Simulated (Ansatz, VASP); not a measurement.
PbI7: VASP beside Ansatz

Contents of INCAR:

```
PREC = Accurate
ENCUT = 520
EDIFF = 1E-6
ISMEAR = 0
SIGMA = 0.1
LREAL = F
LASPH = T
NELM = 100
ALGO = Normal
ISIF = 2
LWAVE = F
LCHARG = T
GGA = PE
LELF = T
LVHAR = T
NBANDS = 42
```

KPOINTS

```
Automatic mesh
0
Gamma
  4 4 4
```

File POSCAR:

```
PbI7
1.0
    0.0000000000      5.4954213500      5.4954213500
    5.4954213500      0.0000000000      5.4954213500
    5.4954213500      5.4954213500      0.0000000000
Pb I
1 7
Direct
    0.5000000000      0.5000000000      0.5000000000
    0.0000000000      0.0000000000      0.0000000000
    0.0000000000      0.5000000000      0.0000000000
    0.5000000000      0.0000000000      0.0000000000
    0.0000000000      0.5000000000      0.5000000000
    0.5000000000      0.0000000000      0.5000000000
    0.0000000000      0.0000000000      0.5000000000
    0.5000000000      0.5000000000      0.0000000000
```

Input for Ansatz:

```yaml
crystal:
  lattice:
    - [0.0, 5.49542135, 5.49542135]
    - [5.49542135, 0.0, 5.49542135]
    - [5.49542135, 5.49542135, 0.0]
  atoms:
    - { symbol: Pb, position: [0.5, 0.5, 0.5] }
    - { symbol: I, position: [0.0, 0.0, 0.0] }
    - { symbol: I, position: [0.0, 0.5, 0.0] }
    - { symbol: I, position: [0.5, 0.0, 0.0] }
    - { symbol: I, position: [0.0, 0.5, 0.5] }
    - { symbol: I, position: [0.5, 0.0, 0.5] }
    - { symbol: I, position: [0.0, 0.0, 0.5] }
    - { symbol: I, position: [0.5, 0.5, 0.0] }
basis:
  ecutwfc: 420
kpoints:
  mp_grid: { grid: [4, 4, 4] }
hamiltonian:
  xc: pbe
scf:
  occupations: { method: gaussian, width: 0.1 }
  lower_state_search: "off"
output:
  forces: true
  stress: true
  eigenvalues: true
```

Change from the starting cell: species swapped into the CuPt7 type (Fm-3m, No. 225).

Alike in both runs: task single point; functional PBE; k mesh 4 × 4 × 4; occupations gaussian, width 0.1 eV; no spin polarisation.

|  | VASP | Ansatz |
| --- | --- | --- |
| version | VASP 6.6.1 | Ansatz 0.2.0 |
| potentials or method | VASP PAW PBE potentials, release 64 (Pb_d, I), cutoff 520 eV | scalar-relativistic, plane waves, PAW |
| valence electrons in the cell | 63 | 133 |

```tsv
	VASP	Ansatz	Ansatz less VASP
gap on the k mesh at the Fermi level (eV)	none	none	-
pressure (GPa)	-2.4	-2.4	+0.02
```

A gap of «none» marks a metal or a gap that the smearing closes. The functional is the same, so the differences come from potentials, cutoffs and numerics. VASP's potentials hold 63 valence electrons a cell and Ansatz's 133, so a difference there can come from the potentials and not from the codes.

Spin-orbit coupling is off throughout.
